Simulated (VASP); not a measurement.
## WS2: single point with PBE+D3(BJ)

The system is WS2.

```
CELL_PARAMETERS angstrom
3.13886 0.00000 0.00000
-1.56943 2.71834 0.00000
0.00000 0.00000 11.89128
ATOMIC_POSITIONS crystal
W 0.33333 0.66667 0.25000
W 0.66667 0.33333 0.75000
S 0.33333 0.66667 0.61743
S 0.66667 0.33333 0.11743
S 0.33333 0.66667 0.88257
S 0.66667 0.33333 0.38257
```

| Item | Value |
| --- | --- |
| Program | VASP 6.6.1 |
| Task | single point |
| Functional | PBE |
| Dispersion | D3(BJ) |
| Potentials or basis | VASP PAW PBE potentials, release 64 (W_sv, S) |
| Cutoff | 520 eV |
| k mesh | 12 × 12 × 4 |
| Occupations | gaussian, width 0.02 eV |
| Spin | no spin polarisation |

```
Pressure                   : 1.8 GPa
Band gap on the k mesh     : 0.79 eV (least direct gap 1.87 eV)
Dispersion energy per atom : -0.450 eV
```

Levels at points of the mesh, in eV from the valence-band top:
```csv
k point,band 24,band 25,band 26,band 27,band 28,band 29
"(0.00, 0.00, 0.00)",-1.42,-1.31,0.00,2.20,2.20,2.22
"(0.50, 0.00, 0.00)",-1.90,-1.79,-1.63,2.28,2.35,2.48
"(0.00, 0.00, 0.50)",-2.29,-0.30,-0.30,2.20,2.20,2.20
"(0.50, 0.00, 0.50)",-1.95,-1.74,-1.74,2.31,2.31,2.73
```

It took 76 s on 1 thread of Intel(R) Xeon(R) 6975P-C (Granite Rapids), on a shared host, peak memory 0.32 GiB.

Caveat: spin-orbit coupling is left out, which moves the levels of the heavy elements. A k mesh can miss the band edges.
